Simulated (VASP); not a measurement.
# Re (P6_3/mmc) in VASP: notebook, part 3 of 3

VASP 6.6.1. The steps go on from the part before.

**6. Relaxation of cell and atoms, PBEsol**

File INCAR:

```
SYSTEM = Re
  PREC = Accurate
  ENCUT = 600
  EDIFF = 1E-6
  ISMEAR = 0
  SIGMA = 0.1
  LREAL = .FALSE.
  LASPH = .TRUE.
  NELM = 80
  ALGO = Normal
  ISIF = 3
  LWAVE = .FALSE.
  LCHARG = .FALSE.
  GGA = PS
  IBRION = 2
  NSW = 100
  EDIFFG = -0.005
```

File KPOINTS:

```
regular mesh
0
G
  18 18 10
  0 0 0
```

File POSCAR:

```
Re
1.0
    2.7505210000      0.0000000000      0.0000000000
   -1.3752610000      2.3820210000      0.0000000000
    0.0000000000      0.0000000000      4.4915830000
Re
2
Direct
    0.0000000000      0.0000000000      0.0000000000
    0.3333333300      0.6666666700      0.5000000000
```

Potentials or basis: VASP PAW PBE potentials, release 64 (Re).

Launch:

```bash
cat potpaw_PBE.64/Re/POTCAR > POTCAR
mpirun -np 1 vasp_std > vasp.out
```

OUTCAR:

```text
SYSTEM = Re
   PREC = Accurate
   ENCUT = 600
   EDIFF = 1E-6
   ISMEAR = 0
   LREAL = .FALSE.
   LASPH = .TRUE.
   NELM = 80
   ISIF = 3
   GGA = PS
   IBRION = 2
   NSW = 100
   EDIFFG = -0.005

 ion  position               nearest neighbor table
   1  0.000  0.000  0.000-   2 2.75   2 2.75   2 2.75   2 2.75   2 2.75   2 2.75
   2  0.333  0.667  0.500-   1 2.75   1 2.75   1 2.75   1 2.75   1 2.75   1 2.75

  LATTYP: Found a hexagonal cell.
 ALAT       =     2.7505210000
 C/A-ratio  =     1.6329935310

  Lattice vectors:

 A1 = (   2.7505210000,   0.0000000000,   0.0000000000)
 A2 = (  -1.3752610000,   2.3820210000,   0.0000000000)
 A3 = (   0.0000000000,   0.0000000000,   4.4915830000)

Analysis of symmetry for initial positions (statically):
=====================================================================
 Subroutine PRICEL returns:
 Original cell was already a primitive cell.

 Routine SETGRP: Setting up the symmetry group for a
 hexagonal supercell.

 Subroutine GETGRP returns: Found 24 space group operations
 (whereof 12 operations were pure point group operations)
 out of a pool of 24 trial point group operations.

The static configuration has the point symmetry D_3h.
 The point group associated with its full space group is D_6h.

Analysis of symmetry for dynamics (positions and initial velocities):
=====================================================================
 Subroutine PRICEL returns:
 Original cell was already a primitive cell.

 Routine SETGRP: Setting up the symmetry group for a
 hexagonal supercell.

 Subroutine GETGRP returns: Found 24 space group operations
 (whereof 12 operations were pure point group operations)
 out of a pool of 24 trial point group operations.

The dynamic configuration has the point symmetry D_3h.
 The point group associated with its full space group is D_6h.

 Subroutine INISYM returns: Found 24 space group operations
 (whereof 12 operations are pure point group operations),
 and found     1 'primitive' translations

----------------------------------------------------------------------------------------

                                     Primitive cell

  volume of cell :      29.4279

  direct lattice vectors                    reciprocal lattice vectors
     2.750521000  0.000000000  0.000000000     0.363567484  0.209905866  0.000000000
    -1.375261000  2.382021000  0.000000000     0.000000000  0.419811580  0.000000000
     0.000000000  0.000000000  4.491583000     0.000000000  0.000000000  0.222638655

  length of vectors
     2.750521000  2.750521198  4.491583000     0.419811610  0.419811580  0.222638655

  position of ions in fractional coordinates (direct lattice)
     0.000000000  0.000000000  0.000000000
     0.333333330  0.666666670  0.500000000

  ion indices of the primitive-cell ions
   primitive index   ion index
                 1           1
                 2           2

----------------------------------------------------------------------------------------

 KPOINTS: regular mesh

Automatic generation of k-mesh.
 Grid dimensions read from file:
 generate k-points for:   18   18   10

 Generating k-lattice:

[... 53 lines left out ...]
   ISTART =      0    job   : 0-new  1-cont  2-samecut
   ICHARG =      2    charge: 1-file 2-atom 10-const
   ISPIN  =      1    spin polarized calculation?
   LNONCOLLINEAR =      F non collinear calculations
   LSORBIT =      F    spin-orbit coupling
   LASPH  =      T    aspherical Exc in radial PAW
   ENCUT  =  600.0 eV  44.10 Ry    6.64 a.u.   5.49  5.49  8.97*2*pi/ulx,y,z
   NELM   =     80;   NELMIN=  2; NELMDL= -5     # of ELM steps
   EDIFF  = 0.1E-05   stopping-criterion for ELM
   LREAL  =      F    real-space projection
   EDIFFG = -.5E-02   stopping-criterion for IOM
   NSW    =    100    number of steps for IOM
   IBRION =      2    ionic relax: 0-MD 1-quasi-New 2-CG
   NFREE  =      1    steps in history (QN), initial steepest desc. (CG)
   ISIF   =      3    stress and relaxation
   ISYM   =      2    0-nonsym 1-usesym 2-fastsym
   POTIM  = 0.5000    time-step for ionic-motion
   TEBEG  =    0.0;   TEEND  =   0.0 temperature during run
   PSTRESS=    0.0 pullay stress
   NELECT =      14.0000    total number of electrons
   NUPDOWN=      -1.0000    fix difference up-down
   EMIN   =  10.00;   EMAX   =-10.00  energy-range for DOS
   EFERMI =   0.00;   METHOD = LEGACY
   ISMEAR =     0;   SIGMA  =   0.10  broadening in eV -4-tet -1-fermi 0-gaus
   EFERMI_NEDOS =   21; number of points for ismear=-14 and -15
   IALGO  =     38    algorithm
   IMIX   =      4    mixing-type and parameters
     AMIX     =   0.40;   BMIX     =  1.00
     AMIX_MAG =   1.60;   BMIX_MAG =  1.00
  volume/ion in A,a.u.               =      14.71        99.29
  Fermi-wavevector in a.u.,A,eV,Ry     =   1.278000  2.415070 22.222177  1.633284
  Thomas-Fermi vector in A             =   2.410568
   LORBIT       =      0    0 simple, 1 ext, 2 COOP (PROOUT), +10 PAW based schemes
   GGA     = PS    functional components
   LHFCALC =     F    Hartree Fock is set to
   AEXX    =    0.0000 exact exchange contribution
   IVDW    =     0    specifies the selected vdW correction
   LEPSILON=     F    determine dielectric tensor
   LRPA    =     F    only Hartree local field effects (RPA)
 conjugate gradient relaxation of ions
 non-spin polarized calculation
 Gauss-broadening in eV      SIGMA  =   0.10
  energy-cutoff  :      600.00
  volume of cell :       29.43
 maximum number of plane-waves:      1008
 NGX is ok and might be reduce to    24
   NGX = 11   NGY = 11   NGZ = 17

--------------------------------------- Ionic step        1  -------------------------------------------

 number of electron      13.9999999 magnetization

 Free energy of the ion-electron system (eV)
  ---------------------------------------------------
  ext. energy  EPLUGINS =         0.00000000
  ---------------------------------------------------
  free energy    TOTEN  =       -26.73469365 eV

  energy without entropy =      -26.72681920  energy(sigma->0) =      -26.73075643

------------------------ aborting loop because EDIFF is reached ----------------------------------------

  FORCE on cell =-STRESS in cart. coord.  units (eV):
  Direction    XX          YY          ZZ          XY          YZ          ZX
  --------------------------------------------------------------------------------------
  -------------------------------------------------------------------------------------
  Total       -0.4441950     -0.4441950     -1.3835802      0.0000001      0.0000000      0.0000000
  in kB      -24.1837850    -24.1837838    -75.3277395      0.0000051      0.0000000      0.0000000
  external PRESSURE =     -41.2317694 kB  Pullay stress =       0.0000000 kB
[... 239 lines left out ...]
--------------------------------------- Ionic step        8  -------------------------------------------

 number of electron      14.0000000 magnetization

 Free energy of the ion-electron system (eV)
  ---------------------------------------------------
  ext. energy  EPLUGINS =         0.00000000
  ---------------------------------------------------
  free energy    TOTEN  =       -26.74217769 eV

  energy without entropy =      -26.73403615  energy(sigma->0) =      -26.73810692

 E-fermi :   7.8322     XC(G=0): -13.8776

 val. band max:        7.8308314970   @ k =   0.3889  -0.0000   0.5000
 cond. band min:       7.8378502762   @ k =   0.2778   0.0000   0.5000
 fundamental gap:      0.0070187792
 Fermi energy:         7.8322375627

 k-point     1 :       0.0000    0.0000    0.0000
  band No.  band energies     occupation
      1      -2.1224      2.00000
      2       1.1283      2.00000
      3       6.2344      2.00000
      4       6.2357      2.00000
      5       6.2357      2.00000
      6       7.0889      2.00000
      7       7.0889      2.00000
      8       8.0385      0.00354
      9       8.0385      0.00354
     10       8.4814      0.00000
     11      11.2690      0.00000
[... 309 lines left out ...]
 k-point    24 :       0.3889    0.1111    0.0000
  band No.  band energies     occupation
      1       2.1870      2.00000
      2       2.3163      2.00000
      3       2.6306      2.00000
      4       5.5371      2.00000
      5       5.7225      2.00000
      6       6.4493      2.00000
      7       7.2114      2.00000
      8      11.1069      0.00000
      9      11.7184      0.00000
     10      12.0120      0.00000
     11      13.5864      0.00000

 [... further k-points ...]

------------------------ aborting loop because EDIFF is reached ----------------------------------------

  FORCE on cell =-STRESS in cart. coord.  units (eV):
  Direction    XX          YY          ZZ          XY          YZ          ZX
  --------------------------------------------------------------------------------------
  -------------------------------------------------------------------------------------
  Total        0.0043231      0.0043231     -0.0058951     -0.0000000      0.0000000      0.0000000
  in kB        0.2378834      0.2378834     -0.3243799     -0.0000000      0.0000000      0.0000000
  external PRESSURE =       0.0504623 kB  Pullay stress =       0.0000000 kB
[... 17 lines left out ...]
  FREE ENERGIE OF THE ION-ELECTRON SYSTEM (eV)
  ---------------------------------------------------
  free  energy   TOTEN  =       -26.7421776925 eV

  energy  without entropy=      -26.7340361451  energy(sigma->0) =      -26.73810692

 reached required accuracy - stopping structural energy minimisation
```

CONTCAR:

```text
Re
   1.00000000000000
     2.7507373224892859   -0.0000000000339682    0.0000000000000000
    -1.3753691613133843    2.3822083407764070   -0.0000000000000000
    -0.0000000000000000    0.0000000000000000    4.4434075487257640
  Re
     2
Direct
     0.0000000000000000    0.0000000000000000    0.0000000000000000
     0.3333333300000021    0.6666666699999979    0.5000000000000000

  0.00000000E+00  0.00000000E+00  0.00000000E+00
  0.00000000E+00  0.00000000E+00  0.00000000E+00
```

It took 3.7 min on 1 thread of Intel Xeon Platinum 8259CL at 2.50GHz (Skylake/Cascade Lake), shared host; peak memory 0.24 GiB.

What came out:

| Item | Value |
| --- | --- |
| Free energy | -26.7422 eV |
| Relaxed volume | 14.56 Å³/atom |
| Relaxed cell | a = 2.751 Å, b = 2.751 Å, c = 4.443 Å, α = 90.00°, β = 90.00°, γ = 120.00° |
| Space group after relaxing (to 0.1 Å) | P6_3/mmc (No. 194) |
| Energy gained by relaxing | 3.7 meV/atom |
| Ionic steps | 8 |
| Pressure after relaxing | 0.0 GPa |
| Band gap on the k mesh | zero (bands 7 and 8 overlap by 3.23 eV) |

The path:
| step | energy change (eV) | largest force (eV/Å) | pressure (GPa) | volume (Å³) |
| --- | --- | --- | --- | --- |
| 1 | 0.0000 | 0.0000 | -4.12 | 29.43 |
| 2 | 0.0733 | 0.0000 | 20.03 | 27.84 |
| 3 | -0.0064 | 0.0000 | 0.68 | 29.07 |
| 4 | -0.0064 | 0.0000 | -0.89 | 29.18 |
| 5 | -0.0075 | 0.0000 | -0.11 | 29.13 |
| 6 | -0.0075 | 0.0000 | -0.11 | 29.13 |
| 7 | -0.0075 | 0.0000 | 0.29 | 29.10 |
| 8 | -0.0075 | 0.0000 | 0.01 | 29.12 |

Final structure:
```
Re
1.0
     2.75074    0.00000    0.00000
    -1.37537    2.38221    0.00000
     0.00000    0.00000    4.44341
Re
2
Direct
  0.00000 0.00000 0.00000
  0.33333 0.66667 0.50000
```

Caveat: the PAW data sets were made with another functional, which shifts forces and pressure a little; spin-orbit coupling is left out, which moves the levels of the heavy elements.

**7. Single point, PBEsol**

This run uses another cell than the first one, of 14.55 Å³/atom.

File INCAR:

```
SYSTEM = Re
ALGO     = Fast           ! electronic algorithm
EDIFF    = 1E-6           ! SCF threshold, eV
ENCUT    = 520            ! plane-wave cutoff, eV
GGA      = PS             ! functional
ISIF     = 2              ! what is computed and relaxed
ISMEAR   = 0              ! smearing method
LASPH    = .TRUE.         ! aspherical terms in the spheres
LCHARG   = .TRUE.         ! write CHGCAR
LELF     = .TRUE.         ! ELF
LREAL    = .FALSE.        ! projectors in reciprocal space
LVHAR    = .TRUE.       
LWAVE    = .FALSE.        ! write WAVECAR
NBANDS   = 14             ! bands
NELM     = 80             ! most SCF steps
PREC     = Accurate       ! precision mode
SIGMA    = 0.1            ! smearing width, eV
```

File KPOINTS:

```
k-points
0
G
  30 30 20
  0 0 0
```

File POSCAR:

```
Re
1.0
    2.7503079387      0.0000002887      0.0000000000
   -1.3751542193      2.3818363988      0.0000000000
    0.0000000000      0.0000000000      4.4432630386
Re
2
Direct
    0.0000000000      0.0000000000      0.0000000000
    0.3333333333      0.6666666667      0.5000000000
```

Potentials or basis: VASP PAW PBE potentials, release 64 (Re).

Launch:

```bash
cat potpaw_PBE.64/Re/POTCAR > POTCAR
mpirun -np 1 vasp_std > vasp.out
```

OUTCAR:

```text
SYSTEM = Re
   EDIFF = 1E-6
   ENCUT = 520
   GGA = PS
   ISIF = 2
   ISMEAR = 0
   LASPH = .TRUE.
   LREAL = .FALSE.
   NELM = 80
   PREC = Accurate

 ion  position               nearest neighbor table
   1  0.000  0.000  0.000-   2 2.73   2 2.73   2 2.73   2 2.73   2 2.73   2 2.73
   2  0.333  0.667  0.500-   1 2.73   1 2.73   1 2.73   1 2.73   1 2.73   1 2.73

  LATTYP: Found a hexagonal cell.
 ALAT       =     2.7503079387
 C/A-ratio  =     1.6155511083

  Lattice vectors:
[... 598 lines left out ...]

------------------------ aborting loop because EDIFF is reached ----------------------------------------

  FORCE on cell =-STRESS in cart. coord.  units (eV):
  Direction    XX          YY          ZZ          XY          YZ          ZX
  --------------------------------------------------------------------------------------
  -------------------------------------------------------------------------------------
  Total        0.0265304      0.0265304     -0.0171820      0.0000000     -0.0000000      0.0000000
  in kB        1.4603573      1.4603573     -0.9457767      0.0000000     -0.0000000      0.0000000
  external PRESSURE =       0.6583126 kB  Pullay stress =       0.0000000 kB

 VOLUME and BASIS-vectors are now :
 -----------------------------------------------------------------------------
  energy-cutoff  :      520.00
  volume of cell :       29.11
      direct lattice vectors                 reciprocal lattice vectors
     2.750307939  0.000000289  0.000000000     0.363595627  0.209922084  0.000000000
    -1.375154219  2.381836399  0.000000000    -0.000000044  0.419844092  0.000000000
     0.000000000  0.000000000  4.443263039     0.000000000  0.000000000  0.225059825

 POSITION                                       TOTAL-FORCE (eV/Angst)
 -----------------------------------------------------------------------------------
      0.00000      0.00000      0.00000        -0.000000      0.000000      0.000000
     -0.00000      1.58789      2.22163         0.000000     -0.000000      0.000000
 -----------------------------------------------------------------------------------
    total drift:                                0.000000     -0.000000     -0.000000

  FREE ENERGIE OF THE ION-ELECTRON SYSTEM (eV)
  ---------------------------------------------------
  free  energy   TOTEN  =       -26.7417155249 eV

  energy  without entropy=      -26.7342208327  energy(sigma->0) =      -26.73796818
```

OSZICAR:

```text
N       E                     dE             d eps       ncg     rms          rms(c)
DAV:   1     0.204615900870E+02    0.20462E+02   -0.68876E+03 56040   0.123E+03
DAV:   2    -0.271890508448E+02   -0.47651E+02   -0.42272E+02 45436   0.283E+02
DAV:   3    -0.282404868728E+02   -0.10514E+01   -0.10281E+01 44274   0.445E+01
DAV:   4    -0.282501650713E+02   -0.96782E-02   -0.96706E-02 42714   0.292E+00
DAV:   5    -0.282503575036E+02   -0.19243E-03   -0.19241E-03 43814   0.738E-01    0.454E+01
RMM:   6    -0.270618757562E+02    0.11885E+01   -0.20192E-01 29919   0.211E+01    0.177E+01
RMM:   7    -0.267494872319E+02    0.31239E+00   -0.26359E+00 42161   0.222E+01    0.125E+00
RMM:   8    -0.267456247432E+02    0.38625E-02   -0.80657E-02 40817   0.430E+00    0.984E-01
RMM:   9    -0.267428049790E+02    0.28198E-02   -0.17050E-02 43875   0.943E-01    0.178E-01
RMM:  10    -0.267416271073E+02    0.11779E-02   -0.78825E-04 33027   0.126E+00    0.116E-01
RMM:  11    -0.267417141316E+02   -0.87024E-04   -0.21463E-03 43511   0.419E-01    0.138E-02
RMM:  12    -0.267417148959E+02   -0.76436E-06   -0.12968E-04 42555   0.743E-02    0.479E-03
RMM:  13    -0.267417155249E+02   -0.62898E-06   -0.75206E-06 36449   0.339E-02
   1 F= -.26741716E+02 E0= -.26737968E+02  d E =-.749469E-02
```

stdout:

```text
POSCAR found type information on POSCAR Re
 POSCAR found :  1 types and       2 ions
 scaLAPACK will be used
 -----------------------------------------------------------------------------
|                                                                             |
|                                                                             |
|     You enforced a specific xc type in the INCAR file but a different       |
|     I HOPE YOU KNOW WHAT YOU ARE DOING!                                     |
|                                                                             |
 -----------------------------------------------------------------------------

 LDA part: xc-table for (Slater+PW92), standard interpolation
 POSCAR, INCAR and KPOINTS ok, starting setup
 FFT: planning ... GRIDC
 FFT: planning ... GRID_SOFT
 FFT: planning ... GRID
 WAVECAR not read
 entering main loop
```

It took 4.8 min on 1 thread of Intel Xeon Platinum 8259CL at 2.50GHz (Skylake/Cascade Lake), shared host; peak memory 0.44 GiB.

Results:

* Free energy: -26.7417 eV
* Pressure: 0.1 GPa
* Band gap on the k mesh: zero (bands 7 and 8 overlap by 3.43 eV)

Stress tensor (GPa, compression positive):
```
 0.15  0.00  0.00
 0.00  0.15  0.00
 0.00  0.00 -0.09
```

Caveat: the PAW data sets were made with another functional, which shifts forces and pressure a little; spin-orbit coupling is left out, which moves the levels of the heavy elements.

**8. Overview**

| task | cell | k mesh | cutoff (eV) | gap on the mesh (eV) | pressure (GPa) |
| --- | --- | --- | --- | --- | --- |
| single point | a = 2.751, b = 2.751, c = 4.492 Å, angles 90.0, 90.0, 120.0°, 2 atoms, atomic positions A | 6 × 6 × 4 | 520 | none | -3.8 |
| single point | a = 2.750, b = 2.750, c = 4.443 Å, angles 90.0, 90.0, 120.0°, 2 atoms, atomic positions A | 18 × 18 × 10 | 520 | none | 0.0 |
| single point | a = 2.752, b = 2.752, c = 8.871 Å, angles 90.0, 90.0, 120.0°, 4 atoms, atomic positions B | 18 × 18 × 5 | 520 | none | 0.0 |
| single point | a = 2.753, b = 2.753, c = 13.324 Å, angles 90.0, 90.0, 120.0°, 6 atoms, atomic positions C | 18 × 18 × 4 | 520 | none | 0.0 |
| relaxation of cell and atoms | relaxed from a = 2.751, b = 2.751, c = 4.492 Å, angles 90.0, 90.0, 120.0°, 2 atoms, atomic positions A | 18 × 18 × 10 | 600 | none | 0.0 |
| single point | a = 2.750, b = 2.750, c = 4.443 Å, angles 90.0, 90.0, 120.0°, 2 atoms, atomic positions A | 30 × 30 × 20 | 520 | none | 0.1 |

Alike in all rows: level PBEsol; potentials or basis VASP PAW PBE potentials, release 64 (Re); no spin polarisation; smearing gaussian 0.1 eV.

Caveats: some runs use coarse meshes; the PAW data sets were made with another functional, which shifts forces and pressure a little; spin-orbit coupling is left out, which moves the levels of the heavy elements.

Absolute energies hang on the potentials; compare differences alone.

The gap in the log of VASP goes by the Fermi energy; the results here count the filled bands.